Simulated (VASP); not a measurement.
# WS2 in VASP: settings compared

WS2 is run at these levels: HSE06, PBE-based screened hybrid with 10 % exact exchange; tasks: single point.

Everything below comes from runs of VASP 6.6.1. Logs are shortened: lines on timing, memory, paths and dates and some standing lists are left out, and cuts for length are marked.

## Step 1: The cell of the first run

The cell holds a slab with vacuum, 3 atoms: a = 3.170 Å, b = 3.170 Å, c = 16.926 Å, α = 90.00°, β = 90.00°, γ = 120.00°.

## Step 2: Single point, HSE06

The input, POSCAR:

```
WS2
1.0
    3.1697138084      0.0000000000      0.0000000000
   -1.5848569042      2.7450526808      0.0000000000
    0.0000000000      0.0000000000     16.9263323846
W S
1 2
Direct
    0.3333333333      0.6666666667      0.0000000000
    0.6666666667      0.3333333333      0.9076849995
    0.6666666667      0.3333333333      0.0923150005
```

The input, INCAR.step1:

```
SYSTEM = WS2
ALGO = Normal ; EDIFF = 1E-5
ENCUT = 520 ; GGA = PE
ISIF = 2 ; ISMEAR = 0
LASPH = .True. ; LCHARG = .False.
LREAL = .False. ; LWAVE = .True.
NBANDS = 20 ; NELM = 80
PREC = Accurate ; SIGMA = 0.01
```

The input, INCAR.step2:

```
SYSTEM = WS2
ALGO = Normal ; EDIFF = 1E-6
ENCUT = 520 ; GGA = PE
HFSCREEN = 0.2079 ; ISIF = 2
ISMEAR = 0 ; ISTART = 1
LASPH = .True. ; LCHARG = .False.
LHFCALC = .True. ; LREAL = .False.
LWAVE = .False. ; NBANDS = 20
NELM = 80 ; PREC = Accurate
PRECFOCK = Normal ; SIGMA = 0.01
```

The input, KPOINTS:

```
k-points
0
Gamma
  6 6 1
  0 0 0
```

Potentials or basis: VASP PAW PBE potentials, release 64 (W_sv, S).

Launch:

```bash
$ cat potpaw_PBE.64/W_sv/POTCAR potpaw_PBE.64/S/POTCAR > POTCAR
$ cp INCAR.step1 INCAR
$ mpirun -np 1 vasp_std > vasp.out
$ cp INCAR.step2 INCAR
$ mpirun -np 1 vasp_std > vasp.out
```

OUTCAR:

```text
SYSTEM = WS2
   EDIFF = 1E-6
   ENCUT = 520
   GGA = PE
   HFSCREEN = 0.2079
   ISIF = 2
   ISMEAR = 0
   ISTART = 1
   LASPH = .True.
   LHFCALC = .True.
   LREAL = .False.
   NELM = 80
   PREC = Accurate
   PRECFOCK = Normal

 ion  position               nearest neighbor table
   1  0.333  0.667  0.000-   2 2.41   3 2.41   2 2.41   3 2.41   2 2.41   3 2.41
   2  0.667  0.333  0.908-   1 2.41   1 2.41   1 2.41
   3  0.667  0.333  0.092-   1 2.41   1 2.41   1 2.41

  LATTYP: Found a hexagonal cell.
 ALAT       =     3.1697138084
 C/A-ratio  =     5.3400191335

  Lattice vectors:

 A1 = (   3.1697138084,   0.0000000000,   0.0000000000)
 A2 = (  -1.5848569042,   2.7450526808,   0.0000000000)
 A3 = (   0.0000000000,   0.0000000000,  16.9263323846)

Analysis of symmetry for initial positions (statically):
=====================================================================
 Subroutine PRICEL returns:
 Original cell was already a primitive cell.

 Routine SETGRP: Setting up the symmetry group for a
 hexagonal supercell.

 Subroutine GETGRP returns: Found 12 space group operations
 (whereof 12 operations were pure point group operations)
 out of a pool of 24 trial point group operations.

The static configuration has the point symmetry D_3h.

Analysis of symmetry for dynamics (positions and initial velocities):
=====================================================================
 Subroutine PRICEL returns:
 Original cell was already a primitive cell.

 Routine SETGRP: Setting up the symmetry group for a
 hexagonal supercell.

 Subroutine GETGRP returns: Found 12 space group operations
 (whereof 12 operations were pure point group operations)
 out of a pool of 24 trial point group operations.

The dynamic configuration has the point symmetry D_3h.

 Subroutine INISYM returns: Found 12 space group operations
 (whereof 12 operations are pure point group operations),
 and found     1 'primitive' translations

----------------------------------------------------------------------------------------

                                     Primitive cell

  volume of cell :     147.2765

  direct lattice vectors                    reciprocal lattice vectors
     3.169713808  0.000000000  0.000000000     0.315485896  0.182145867  0.000000000
    -1.584856904  2.745052681  0.000000000     0.000000000  0.364291734  0.000000000
     0.000000000  0.000000000 16.926332385     0.000000000  0.000000000  0.059079544

  length of vectors
     3.169713808  3.169713808 16.926332385     0.364291734  0.364291734  0.059079544

  position of ions in fractional coordinates (direct lattice)
     0.333333333  0.666666667  0.000000000
     0.666666667  0.333333333  0.907684999
     0.666666667  0.333333333  0.092315001

  ion indices of the primitive-cell ions
   primitive index   ion index
                 1           1
                 2           2
                 3           3

----------------------------------------------------------------------------------------

 KPOINTS: k-points

Automatic generation of k-mesh.
 Grid dimensions read from file:
 generate k-points for:    6    6    1

 Generating k-lattice:

  Cartesian coordinates                     Fractional coordinates (reciprocal lattice)
     0.052580983  0.030357644  0.000000000     0.166666667  0.000000000  0.000000000
     0.000000000  0.060715289  0.000000000     0.000000000  0.166666667  0.000000000
     0.000000000  0.000000000  0.059079544     0.000000000  0.000000000  1.000000000

  Length of vectors
     0.060715289  0.060715289  0.059079544

  Shift w.r.t. Gamma in fractional coordinates (k-lattice)
     0.000000000  0.000000000  0.000000000

 Subroutine IBZKPT returns following result:
 ===========================================

 Found      7 irreducible k-points:

 Following reciprocal coordinates:
            Coordinates               Weight
  0.000000  0.000000  0.000000      1.000000
  0.166667 -0.000000  0.000000      6.000000
  0.333333 -0.000000  0.000000      6.000000
  0.500000 -0.000000  0.000000      3.000000
  0.166667  0.166667  0.000000      6.000000
  0.333333  0.166667  0.000000     12.000000
  0.333333  0.333333  0.000000      2.000000
   k-points           NKPTS =      7   k-points in BZ     NKDIM =     36   number of bands    NBANDS=     20
   number of dos      NEDOS =    301   number of ions     NIONS =      3
   total plane-waves  NPLWV =  72576
   dimension x,y,z NGX =    24 NGY =   24 NGZ =  126
   dimension x,y,z NGXF=    48 NGYF=   48 NGZF=  252
   ions per type =               1   2
   NGX,Y,Z   is equivalent  to a cutoff of  12.59, 12.59, 12.38 a.u.
   NGXF,Y,Z  is equivalent  to a cutoff of  25.18, 25.18, 24.75 a.u.
 SYSTEM =  WS2
   PREC   = accura    normal or accurate (medium, high low for compatibility)
   ISTART =      1    job   : 0-new  1-cont  2-samecut
   ICHARG =      0    charge: 1-file 2-atom 10-const
   ISPIN  =      1    spin polarized calculation?
   LNONCOLLINEAR =      F non collinear calculations
   LSORBIT =      F    spin-orbit coupling
   LASPH  =      T    aspherical Exc in radial PAW
   ENCUT  =  520.0 eV  38.22 Ry    6.18 a.u.   5.89  5.89 31.47*2*pi/ulx,y,z
   NELM   =     80;   NELMIN=  2; NELMDL=  0     # of ELM steps
   EDIFF  = 0.1E-05   stopping-criterion for ELM
   LREAL  =      F    real-space projection
   EDIFFG = 0.1E-04   stopping-criterion for IOM
   NSW    =      0    number of steps for IOM
   IBRION =     -1    ionic relax: 0-MD 1-quasi-New 2-CG
   NFREE  =      0    steps in history (QN), initial steepest desc. (CG)
   ISIF   =      2    stress and relaxation
   ISYM   =      3    0-nonsym 1-usesym 2-fastsym
   POTIM  = 0.5000    time-step for ionic-motion
   TEBEG  =    0.0;   TEEND  =   0.0 temperature during run
   PSTRESS=    0.0 pullay stress
   NELECT =      26.0000    total number of electrons
   NUPDOWN=      -1.0000    fix difference up-down
   EMIN   =  10.00;   EMAX   =-10.00  energy-range for DOS
   EFERMI =   0.00;   METHOD = LEGACY
   ISMEAR =     0;   SIGMA  =   0.01  broadening in eV -4-tet -1-fermi 0-gaus
   EFERMI_NEDOS =   21; number of points for ismear=-14 and -15
   IALGO  =     38    algorithm
   IMIX   =      1    mixing-type and parameters
     AMIX     =   0.40;   BMIX     =  1.00
     AMIX_MAG =   1.60;   BMIX_MAG =  1.00
  volume/ion in A,a.u.               =      49.09       331.29
  Fermi-wavevector in a.u.,A,eV,Ry     =   0.918378  1.735483 11.475398  0.843418
  Thomas-Fermi vector in A             =   2.043453
   LORBIT       =      0    0 simple, 1 ext, 2 COOP (PROOUT), +10 PAW based schemes
   GGA     = PE    functional components
   LHFCALC =     T    Hartree Fock is set to
   PRECFOCK=normal    Normal, Fast or Accurate (Low or Medium for compatibility)
   ENCUT4O =  -1.0   cutoff for four orbital integrals eV
   NKREDX  =     1    reduce k-point grid by
   NKREDY  =     1    reduce k-point grid by
   NKREDZ  =     1    reduce k-point grid by
   AEXX    =    0.2500 exact exchange contribution
   HFSCREEN=    0.2079 screening length (either q_TF or 0.3 A-1)
   HFSCREENC=   0.2079 screening length for correlation (either q_TF or 0.3 A-1)
   ENCUTFOCK=  -1.0 apply spherical cutoff to Coloumb kernel
   IVDW    =     0    specifies the selected vdW correction
   LEPSILON=     F    determine dielectric tensor
   LRPA    =     F    only Hartree local field effects (RPA)
 non-spin polarized calculation
 Gauss-broadening in eV      SIGMA  =   0.01
  energy-cutoff  :      520.00
  volume of cell :      147.28
 maximum number of plane-waves:      4000
 NGX is ok and might be reduce to    24
  NGX = 18; NGY = 18; NGZ = 96

 number of electron      25.9999998 magnetization

 Free energy of the ion-electron system (eV)
  ---------------------------------------------------
  ext. energy  EPLUGINS =         0.00000000
  ---------------------------------------------------
  free energy    TOTEN  =       -28.11762528 eV

  energy without entropy =      -28.11762528  energy(sigma->0) =      -28.11762528

 E-fermi :  -1.4082     XC(G=0):  -3.7568

 val. band max:       -1.5517098827   @ k =   0.3333   0.3333   0.0000
 cond. band min:       0.7876303083   @ k =   0.3333   0.3333   0.0000
 fundamental gap:      2.3393401910
 Fermi energy:        -1.4081811557

 k-point     1 :       0.0000    0.0000    0.0000
  band No.  band energies     occupation
      1     -79.5714      2.00000
      2     -42.3650      2.00000
      3     -42.1583      2.00000
      4     -42.1583      2.00000
      5     -18.0369      2.00000
      6     -16.2137      2.00000
[... 12 lines left out ...]
     19       4.4821      0.00000
     20       4.7894      0.00000

 k-point     2 :       0.1667   -0.0000    0.0000
  band No.  band energies     occupation
      1     -79.5656      2.00000
      2     -42.3454      2.00000
      3     -42.2685      2.00000
      4     -42.1838      2.00000
      5     -17.5436      2.00000
      6     -16.0371      2.00000
[... 12 lines left out ...]
     19       5.0347      0.00000
     20       6.0202      0.00000

 k-point     3 :       0.3333   -0.0000    0.0000
  band No.  band energies     occupation
      1     -79.5541      2.00000
      2     -42.4835      2.00000
      3     -42.3055      2.00000
      4     -42.2346      2.00000
      5     -16.3889      2.00000
      6     -15.6337      2.00000
[... 12 lines left out ...]
     19       6.3594      0.00000
     20       6.5603      0.00000

 k-point     4 :       0.5000   -0.0000    0.0000
  band No.  band energies     occupation
      1     -79.5483      2.00000
      2     -42.5886      2.00000
      3     -42.2854      2.00000
      4     -42.2598      2.00000
      5     -15.6614      2.00000
      6     -15.3974      2.00000
[... 12 lines left out ...]
     19       6.9886      0.00000
     20       7.2916      0.00000

 k-point     5 :       0.1667    0.1667    0.0000
  band No.  band energies     occupation
      1     -79.5570      2.00000
      2     -42.4100      2.00000
      3     -42.3156      2.00000
      4     -42.2428      2.00000
      5     -16.7085      2.00000
      6     -15.7380      2.00000
[... 12 lines left out ...]
     19       6.0595      0.00000
     20       7.1128      0.00000

 k-point     6 :       0.3333    0.1667    0.0000
  band No.  band energies     occupation
      1     -79.5483      2.00000
      2     -42.5341      2.00000
      3     -42.3159      2.00000
      4     -42.2856      2.00000
      5     -15.6862      2.00000
      6     -15.3758      2.00000
[... 12 lines left out ...]
     19       7.5038      0.00000
     20       7.6860      0.00000

 k-point     7 :       0.3333    0.3333    0.0000
  band No.  band energies     occupation
      1     -79.5454      2.00000
      2     -42.4703      2.00000
      3     -42.4461      2.00000
      4     -42.2757      2.00000
      5     -15.3039      2.00000
      6     -15.2128      2.00000
[... 12 lines left out ...]
     19       6.4202      0.00000
     20       8.6572      0.00000

------------------------ aborting loop because EDIFF is reached ----------------------------------------

  FORCE on cell =-STRESS in cart. coord.  units (eV):
  Direction    XX          YY          ZZ          XY          YZ          ZX
  --------------------------------------------------------------------------------------
  -------------------------------------------------------------------------------------
  Total       -0.7508398     -0.7508398     -0.7976755      0.0000000      0.0000000     -0.0000000
  in kB       -8.1681608     -8.1681608     -8.6776719      0.0000000      0.0000000     -0.0000000
  external PRESSURE =      -8.3379978 kB  Pullay stress =       0.0000000 kB

 VOLUME and BASIS-vectors are now :
 -----------------------------------------------------------------------------
  energy-cutoff  :      520.00
  volume of cell :      147.28
      direct lattice vectors                 reciprocal lattice vectors
     3.169713808  0.000000000  0.000000000     0.315485896  0.182145867  0.000000000
    -1.584856904  2.745052681  0.000000000     0.000000000  0.364291734  0.000000000
     0.000000000  0.000000000 16.926332385     0.000000000  0.000000000  0.059079544

 POSITION                                       TOTAL-FORCE (eV/Angst)
 -----------------------------------------------------------------------------------
     -0.00000      1.83004      0.00000        -0.000000      0.000000      0.000000
      1.58486      0.91502     15.36378         0.000000      0.000000      0.243532
      1.58486      0.91502      1.56255         0.000000      0.000000     -0.243532
 -----------------------------------------------------------------------------------
    total drift:                               -0.000004      0.000002      0.000000

  FREE ENERGIE OF THE ION-ELECTRON SYSTEM (eV)
  ---------------------------------------------------
  free  energy   TOTEN  =       -28.1176252796 eV

  energy  without entropy=      -28.1176252796  energy(sigma->0) =      -28.11762528
```

It took 33 min on 1 thread of AMD EPYC, shared host; peak memory 0.34 GiB.

What came out:

```
Free energy            : -28.1176 eV
Largest force          : 0.244 eV/Å
Band gap on the k mesh : 2.34 eV
```

Forces on the atoms (eV/Å):
```
W    0.000  0.000  0.000
S    0.000  0.000  0.244
S    0.000  0.000 -0.244
```

Levels at points of the mesh, in eV from the valence-band top:
```
           k point  band 9  band 10  band 11  band 12  band 13  band 14  band 15  band 16  band 17  band 18
(0.00, 0.00, 0.00)   -3.31    -2.50    -1.86    -1.86    -0.09     3.65     3.65     3.79     3.79     5.64
(0.50, 0.00, 0.00)   -5.10    -3.91    -2.56    -1.54    -1.15     3.59     4.07     4.91     5.72     6.03
```

Caveat: there is no dipole correction, which matters where the two faces differ; the PAW data sets were made with another functional, which shifts forces and pressure a little; spin-orbit coupling is left out, which moves the levels of the heavy elements.

(Continued in part 2 of 2.)
